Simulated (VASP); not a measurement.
# AlN (P6_3mc) in VASP: further runs, part 2 of 2

VASP 6.6.1. The steps go on from the part before.

## (4) Relaxation of the atoms, PBE

This run uses another cell than the first one, of 8.81 Å³/atom.

Contents of INCAR:

```
PREC = Accurate
ENCUT = 520
EDIFF = 1E-7
ISMEAR = 0
SIGMA = 0.05
LREAL = F
LASPH = T
NELM = 80
ALGO = Normal
ISIF = 2
LWAVE = F
LCHARG = F
GGA = PE
IBRION = 2
NSW = 50
EDIFFG = -0.01
```

Contents of KPOINTS:

```
regular mesh
0
Gamma
  9 9 6
```

Contents of POSCAR:

```
AlN
1.0
    3.0360000000      0.0000000000      0.0000000000
   -1.5180000000      2.6292531259      0.0000000000
    0.0000000000      0.0000000000      4.4149000000
Al N
2 2
Direct
    0.3333333333      0.6666666667      0.0017290859
    0.6666666667      0.3333333333      0.5017290859
    0.3333333333      0.6666666667      0.3832709141
    0.6666666667      0.3333333333      0.8832709141
```

Potentials or basis: VASP PAW PBE potentials, release 64 (Al, N).

Launch:

```
> cat potpaw_PBE.64/Al/POTCAR potpaw_PBE.64/N/POTCAR > POTCAR
> mpirun -np 1 vasp_std > vasp.out
```

OUTCAR:

```text
PREC = Accurate
   ENCUT = 520
   EDIFF = 1E-7
   ISMEAR = 0
   LREAL = F
   LASPH = T
   NELM = 80
   ISIF = 2
   GGA = PE
   IBRION = 2
   NSW = 50
   EDIFFG = -0.01

 ion  position               nearest neighbor table
   1  0.333  0.667  0.002-   3 1.68   4 1.83   4 1.83   4 1.83   2 2.82   2 2.82   2 2.82   2 2.82
                             2 2.82   2 2.82
   2  0.667  0.333  0.502-   4 1.68   3 1.83   3 1.83   3 1.83   1 2.82   1 2.82   1 2.82   1 2.82
                             1 2.82   1 2.82
   3  0.333  0.667  0.383-   1 1.68   2 1.83   2 1.83   2 1.83
   4  0.667  0.333  0.883-   2 1.68   1 1.83   1 1.83   1 1.83

  LATTYP: Found a hexagonal cell.
 ALAT       =     3.0360000000
 C/A-ratio  =     1.4541831357

  Lattice vectors:

 A1 = (   3.0360000000,   0.0000000000,   0.0000000000)
[... 283 lines left out ...]
      4       6.3892      2.00000
      5       6.3892      2.00000
      6       7.4396      2.00000
      7       7.4396      2.00000
      8       8.7796      2.00000
      9      13.6933      0.00000
     10      15.4258      0.00000
     11      19.3683      0.00000
     12      19.3683      0.00000
[... 331 lines left out ...]
 k-point    24 :       0.3333    0.3333    0.1667
  band No.  band energies     occupation
      1      -5.2922      2.00000
      2      -5.2922      2.00000
      3       2.2666      2.00000
      4       3.3570      2.00000
      5       3.3570      2.00000
      6       5.1392      2.00000
      7       6.1846      2.00000
      8       6.1846      2.00000
      9      14.2230      0.00000
     10      16.6412      0.00000
     11      18.4005      0.00000
     12      18.4005      0.00000

 [... further k-points ...]

------------------------ aborting loop because EDIFF is reached ----------------------------------------

  FORCE on cell =-STRESS in cart. coord.  units (eV):
  Direction    XX          YY          ZZ          XY          YZ          ZX
  --------------------------------------------------------------------------------------
  -------------------------------------------------------------------------------------
  Total       10.1797317     10.1797317     10.9336336      0.0000000      0.0000000     -0.0000000
  in kB      462.7984297    462.7984297    497.0728712      0.0000000      0.0000000     -0.0000000
  external PRESSURE =     474.2232435 kB  Pullay stress =       0.0000000 kB
[... 19 lines left out ...]
  FREE ENERGIE OF THE ION-ELECTRON SYSTEM (eV)
  ---------------------------------------------------
  free  energy   TOTEN  =       -28.7223085018 eV

  energy  without entropy=      -28.7223085018  energy(sigma->0) =      -28.72230850

 reached required accuracy - stopping structural energy minimisation
```

CONTCAR:

```text
AlN
   1.00000000000000
     3.0360000000000000    0.0000000000000000    0.0000000000000000
    -1.5180000000000000    2.6292531259000000    0.0000000000000000
     0.0000000000000000    0.0000000000000000    4.4149000000000003
  Al              N
     2     2
Direct
     0.3333333332999970    0.6666666667000030    0.9852100188290334
     0.6666666667000030    0.3333333332999970    0.4852100188290333
     0.3333333332999970    0.6666666667000030    0.3997899811709718
     0.6666666667000030    0.3333333332999970    0.8997899811709718

  0.00000000E+00  0.00000000E+00  0.00000000E+00
  0.00000000E+00  0.00000000E+00  0.00000000E+00
  0.00000000E+00  0.00000000E+00  0.00000000E+00
  0.00000000E+00  0.00000000E+00  0.00000000E+00
```

Wall time 55 s (1 thread of Intel Xeon 8259CL, shared host); peak memory 0.16 GiB.

Results:

| Property | Result |
| --- | --- |
| Free energy | -28.7223 eV |
| Energy gained by relaxing | 98.9 meV/atom |
| Ionic steps | 3 |
| Pressure after relaxing | 47.4 GPa |
| Largest force after relaxing | 0.009 eV/Å |
| Band gap on the k mesh | 4.88 eV (least direct gap 4.91 eV) |

Forces on the atoms (eV/Å):
```
Al   0.000  0.000  0.009
Al   0.000  0.000  0.009
N    0.000  0.000 -0.009
N    0.000  0.000 -0.009
```

The path:
```
step  energy change (eV)  largest force (eV/Å)  pressure (GPa)
   1              0.0000                3.2224           54.89
   2             -0.1854                0.9040           45.84
   3             -0.3955                0.0085           47.42
```

Final structure:
```xyz
4
Lattice="3.0360 0.0000 0.0000 -1.5180 2.6293 0.0000 0.0000 0.0000 4.4149" Properties=species:S:1:pos:R:3 pbc="T T T"
Al    0.0000    1.7528    4.3496
Al    1.5180    0.8764    2.1422
N     0.0000    1.7528    1.7650
N     1.5180    0.8764    3.9725
```

Levels at points of the mesh, in eV from the valence-band top:
```csv
k point,band 5,band 6,band 7,band 8,band 9,band 10,band 11,band 12
"(0.00, 0.00, 0.00)",-2.39,-1.34,-1.34,0.00,4.91,6.65,10.59,10.59
"(0.00, 0.00, 0.50)",-1.89,-1.89,-1.89,-1.89,6.98,6.98,10.89,10.89
```

Caveat: an odd mesh through Γ misses points on the zone boundary, where band edges can lie.

## (5) Summary

| cell | gap on the mesh (eV) | pressure (GPa) |
| --- | --- | --- |
| atoms relaxed from a = 3.224, b = 3.224, c = 5.218 Å, angles 90.0, 90.0, 120.0°, 4 atoms | 3.26 | -15.8 |
| atoms relaxed from a = 3.130, b = 3.130, c = 5.619 Å, angles 90.0, 90.0, 120.0°, 4 atoms | 2.72 | -15.4 |
| atoms relaxed from a = 3.036, b = 3.036, c = 4.415 Å, angles 90.0, 90.0, 120.0°, 4 atoms | 4.88 | 47.4 |

Alike in all rows: task relaxation of the atoms; level PBE; potentials or basis VASP PAW PBE potentials, release 64 (Al, N); no spin polarisation; k mesh 9 × 9 × 6; cutoff (eV) 520; smearing gaussian 0.05 eV.

Caveats: an odd mesh through Γ misses points on the zone boundary, where band edges can lie (at least some runs).

Absolute energies hang on the potentials; compare differences alone.
